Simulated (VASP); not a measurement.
Wanted: the native input for a VASP 6.6.1 run.

| Item | Value |
| --- | --- |
| Task | relaxation of cell and atoms |
| Functional | PBE |
| Potentials or basis | VASP PAW PBE potentials, release 64 (Si, Br) |
| Cutoff | 600 eV |
| k mesh | 16 × 16 × 16 |
| Occupations | gaussian, width 0.1 eV |
| Spin | no spin polarisation |
| Dipole correction | no |
| Further INCAR settings | ALGO = Normal; EDIFF = 1e-06; IBRION = 2; EDIFFG = -0.01; NSW = 100; ISIF = 3 |

The structure of SiBr lies in POSCAR:

```
SiBr
1.0
    3.5762264055      0.0000000000      0.0000000000
    0.0000000000      3.5762264055      0.0000000000
    0.0000000000      0.0000000000      3.5762264055
Si Br
1 1
Direct
    0.0000000000      0.0000000000      0.0000000000
    0.5000000000      0.5000000000      0.5000000000
```

These files were run (other wordings do the same):

INCAR

```
SYSTEM = SiBr
PREC = Accurate ; ENCUT = 600
EDIFF = 1E-6 ; ISMEAR = 0
SIGMA = 0.1 ; LREAL = .False.
LASPH = .True. ; NELM = 100
ALGO = Normal ; ISIF = 3
LWAVE = .False. ; LCHARG = .False.
GGA = PE ; IBRION = 2
NSW = 100 ; EDIFFG = -0.01
```

KPOINTS

```
Automatic mesh
0
Gamma
  16 16 16
  0 0 0
```

Potentials or basis: VASP PAW PBE potentials, release 64 (Si, Br).

Command:

```console
$ cat potpaw_PBE.64/Si/POTCAR potpaw_PBE.64/Br/POTCAR > POTCAR
$ mpirun -np 1 vasp_std > vasp.out
```

It gave:

```yaml
Relaxed_volume: 21.86 Å³/atom
Relaxed_cell: a = 3.523 Å, b = 3.523 Å, c = 3.523 Å, α = 90.00°, β = 90.00°, γ = 90.00°
Space_group_after_relaxing_to_0.05_Å: Pm-3m (No. 221)
Energy_gained_by_relaxing: 5.8 meV/atom
Ionic_steps: 3
Pressure_after_relaxing: 0.0 GPa
```

Caveat: an odd number of electrons without spin polarisation forces a metal; a magnetic or distorted state may lie lower.

It took 2.5 min on 1 thread of Oxide Virtual Turin-like Processor, on a shared host, peak memory 0.21 GiB.
